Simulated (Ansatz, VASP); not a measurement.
SnSe2 in VASP and in Ansatz

```
Sn Se
1.0
     3.81100    0.00000    0.00000
    -1.90550    3.30042    0.00000
     0.00000    0.00000    5.64604
Sn Se
1 2
Direct
  0.00000 0.00000 0.00000
  0.33333 0.66667 0.25000
  0.66667 0.33333 0.75000
```

Change from the starting cell: strain +0.000 along x and y, -0.080 along z, atoms carried along.

Alike in both runs: task single point; functional PBE; dispersion D3(BJ); k mesh 9 × 9 × 6; occupations gaussian, width 0.05 eV; no spin polarisation.

|  | VASP | Ansatz |
| --- | --- | --- |
| version | VASP 6.6.1 | Ansatz 0.2.0 |
| potentials or method | VASP PAW PBE potentials, release 64 (Sn_d, Se), cutoff 520 eV | scalar-relativistic, plane waves, PAW |
| valence electrons in the cell | 26 | 46 |

VASP gave:

```
gap on the k mesh at the Fermi level (eV)                     : 0.33
least direct gap on the mesh (eV)                             : 0.46
pressure (GPa)                                                : 10.4
traceless stress, the component that is largest in VASP (GPa) : 3.01
rms of the force components (eV/Å)                            : 0.944
```

Question: Estimate Ansatz's values.

Answer: gap on the k mesh at the Fermi level (eV): 0.34; least direct gap on the mesh (eV): 0.47; pressure (GPa): 10.2; traceless stress, the component that is largest in VASP (GPa): 3.03; rms of the force components (eV/Å): 0.935.

Atom by atom the forces differ by 0.009 eV/Å (rms over components). VASP's potentials hold 26 valence electrons a cell and Ansatz's 46, so a difference there can come from the potentials and not from the codes.
